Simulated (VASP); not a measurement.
Wanted: the native input for a VASP 6.6.1 run.

- Task: single point
- Functional: PBE
- Potentials or basis: VASP PAW PBE potentials, release 64 (Pb_d, O)
- Cutoff: 520 eV
- k mesh: 10 × 10 × 6
- Occupations: gaussian, width 0.05 eV
- Spin: no spin polarisation
- Dipole correction: no
- Further INCAR settings: ALGO = Normal; EDIFF = 1e-06; NBANDS = 28

The structure of PbO lies in POSCAR:

```
PbO
1.0
    3.7115629369      0.0000000000      0.0000000000
   -1.8557814685      3.2143077911      0.0000000000
    0.0000000000      0.0000000000      6.4583976336
Pb O
2 2
Direct
    0.3333333333      0.6666666667      0.2500000000
    0.6666666667      0.3333333333      0.7500000000
    0.0000000000      0.0000000000      0.0000000000
    0.0000000000      0.0000000000      0.5000000000
```

These files were run (other wordings do the same):

INCAR

```
SYSTEM = PbO
PREC = Accurate
ENCUT = 520
EDIFF = 1E-6
ISMEAR = 0
SIGMA = 0.05
LREAL = .False.
LASPH = .True.
NELM = 80
ALGO = Normal
ISIF = 2
LWAVE = .False.
LCHARG = .False.
GGA = PE
NBANDS = 28
```

KPOINTS

```
Automatic mesh
0
Gamma
  10 10 6
  0 0 0
```

Potentials or basis: VASP PAW PBE potentials, release 64 (Pb_d, O).

The run is started by

```sh
$ cat potpaw_PBE.64/Pb_d/POTCAR potpaw_PBE.64/O/POTCAR > POTCAR
$ mpirun -np 1 vasp_std > vasp.out
```

It gave:

The pressure is -4.9 GPa. The band gap on the k mesh is 0.22 eV (least direct gap 0.33 eV).

Caveat: the cell stands under tension; spin-orbit coupling is left out, which moves the levels of the heavy elements.

Run time: 100 s on 1 thread of Intel(R) Xeon(R) Platinum 8488C (Sapphire Rapids) (shared host), peak memory 0.25 GiB.
